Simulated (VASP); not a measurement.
Input of a VASP 6.6.1 run:

INCAR

```
ALGO = Fast
EDIFF = 1E-6
ENCUT = 520
GGA = PE
ISIF = 2
ISMEAR = 0
ISPIN = 2
LASPH = T
LCHARG = F
LMAXMIX = 4
LORBIT = 11
LREAL = F
LWAVE = F
MAGMOM = 1.99
NBANDS = 14
NELM = 150
PREC = Accurate
SIGMA = 0.1
```

File KPOINTS:

```
k-points
0
Gamma
  20 20 20
```

Contents of POSCAR:

```
Co
1.0
   -1.3761243464      1.3761243464      1.3761243464
    1.3761243464     -1.3761243464      1.3761243464
    1.3761243464      1.3761243464     -1.3761243464
Co
1
Direct
    0.0000000000      0.0000000000      0.0000000000
```

Potentials or basis: VASP PAW PBE potentials, release 64 (Co).

The run is started by

```sh
$ cat potpaw_PBE.64/Co/POTCAR > POTCAR
$ mpirun -np 1 vasp_std > vasp.out
```

Question: Estimate the pressure.

Answer: 13.4 GPa.

Question: What does it give for the site moments?

Answer: Co +1.70 μB.

Question: Predict the net moment.

Answer: 1.69 μB per cell.
